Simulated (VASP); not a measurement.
SrLiH3, 5 atoms in the cell. Symmetry: Cmmm, No. 65, orthorhombic system. The conventional cell has a = 6.516 Å, b = 6.582 Å, c = 4.631 Å, α = 90.00°, β = 90.00°, γ = 90.00°. Within 4.3 Å of Li (site symmetry mmm) lie 12 H at 3.26 to 3.29 Å and 8 Sr at 4.00 to 4.02 Å. Within 3.1 Å of Sr (site symmetry mmm) lie 6 H at 2.32 Å. H (site symmetry 2/m) has 2 Sr at 2.32 Å within 3.1 Å. H (site symmetry mmm) has 2 Sr at 2.32 Å within 3.1 Å.  This cell differs from its parent crystal: strain -0.0100 x Voigt [0, 0, 0, 0, 1, 0].

```yaml
Program: VASP 6.6.1
Task: single point
Functional: PBE
Potentials_or_basis: VASP PAW PBE potentials, release 64 (Li_sv, Sr_sv, H)
Cutoff: 520 eV
k_mesh: 6 × 6 × 6
Occupations: gaussian, width 0.05 eV
Spin: no spin polarisation
Dipole_correction: no
Further_INCAR_settings: ALGO = Normal; EDIFF = 1e-06; NBANDS = 16
```

Potentials or basis: VASP PAW PBE potentials, release 64 (Li_sv, Sr_sv, H).

Command:

```sh
$ cat potpaw_PBE.64/Li_sv/POTCAR potpaw_PBE.64/Sr_sv/POTCAR potpaw_PBE.64/H/POTCAR > POTCAR
$ mpirun -np 1 vasp_std > vasp.out
```

Hardware: 1 thread of Intel(R) Xeon(R) Platinum 8559C (Emerald Rapids), on a shared host.

Problem. How long does it take, and how much memory?

Solution. Run time: 33 s on 1 thread of Intel(R) Xeon(R) Platinum 8559C (Emerald Rapids), on a shared host, peak memory 0.25 GiB. Counts: scf iterations 15, k points 52.
